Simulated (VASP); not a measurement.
# BP: single point with BHLYP

The system is BP.

```xyz
2
Lattice="0.0000 2.2383 2.2383 2.2383 0.0000 2.2383 2.2383 2.2383 0.0000" Properties=species:S:1:pos:R:3 pbc="T T T"
P     3.3575    3.3575    3.3575
B     0.0000    0.0000    0.0000
```

```yaml
Program: VASP 6.6.1
Task: single point
Functional: BHLYP
Potentials_or_basis: VASP PAW PBE potentials, release 64 (P, B)
Cutoff: 520 eV
k_mesh: 5 × 5 × 5
Occupations: fermi-dirac, width 0.05 eV
Spin: no spin polarisation
Dipole_correction: no
Grid_for_exact_exchange_PRECFOCK: Normal
Further_INCAR_settings: ALGO = Normal; EDIFF = 1e-07; NBANDS = 11
```

```
Pressure               : 6.9 GPa
Band gap on the k mesh : 4.63 eV, indirect (least direct gap 7.21 eV)
```

Levels at points of the mesh, in eV from the valence-band top:
```csv
k point,band 2,band 3,band 4,band 5,band 6,band 7
"(0.00, 0.00, 0.00)",0.00,0.00,0.00,7.21,7.21,7.21
```

Wall time 72 s on 1 thread of Intel(R) Xeon(R) 6975P-C (Granite Rapids) (shared host), peak memory 0.13 GiB.

Caveat: the k points lie up to 0.49 Å⁻¹ apart; the PAW data sets were made with another functional, which shifts forces and pressure a little. A k mesh can miss the band edges.
